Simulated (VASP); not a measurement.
Wanted: the native input for a VASP 6.6.1 run.

| Property | Result |
| --- | --- |
| Task | electric field gradients |
| Functional | LDA |
| Potentials or basis | VASP PAW LDA potentials, release 64 (Ag, Pt) |
| Cutoff | 520 eV |
| k mesh | 9 × 9 × 9 |
| Occupations | fermi-dirac, width 0.08 eV |
| Spin | no spin polarisation |
| Dipole correction | no |
| Further INCAR settings | ALGO = Normal; EDIFF = 1e-08; NBANDS = 28 |

The structure of AgPt3 lies in POSCAR:

```
AgPt3
1.0
    3.9000000000      0.0000000000      0.0000000000
    0.0000000000      3.9000000000      0.0000000000
    0.0000000000      0.0000000000      3.8220000000
Ag Pt
1 3
Direct
    0.0000000000      0.0000000000      0.0000000000
    0.0000000000      0.5000000000      0.5000000000
    0.5000000000      0.0000000000      0.5000000000
    0.5000000000      0.5000000000      0.0000000000
```

This cell differs from its parent crystal: zz strain of -2 %.

The input as run:

INCAR

```
SYSTEM = AgPt3
  PREC = Accurate
  ENCUT = 520
  EDIFF = 1E-8
  ISMEAR = -1
  SIGMA = 0.08
  LREAL = .FALSE.
  LASPH = .TRUE.
  NELM = 80
  ALGO = Normal
  ISIF = 2
  LWAVE = .FALSE.
  LCHARG = .FALSE.
  GGA = CA
  LEFG = .TRUE.
  NBANDS = 28
```

KPOINTS

```
regular mesh
0
G
  9 9 9
  0 0 0
```

Potentials or basis: VASP PAW LDA potentials, release 64 (Ag, Pt).

Launch:

```console
$ cat potpaw_LDA.64/Ag/POTCAR potpaw_LDA.64/Pt/POTCAR > POTCAR
$ mpirun -np 1 vasp_std > vasp.out
```

Results of the run:

* Pressure: 8.8 GPa
* Band gap on the k mesh: zero (an odd number of electrons rules out a gap without spin polarisation)
* Largest electric field gradient by atom: Ag -2.5; Pt -13.9, -25.4 (each value once) V/Å²

Caveat: the cell differs from its parent crystal (zz strain of -2 %); the cell stands under pressure; without QUAD_EFG the Cq values of the log hold for a quadrupole moment of 1 mb, not for the nuclei; spin-orbit coupling is left out, which moves the levels of the heavy elements.

Wall time 3.6 min on 1 thread of Intel Xeon 8259CL, on a shared host, peak memory 0.23 GiB.
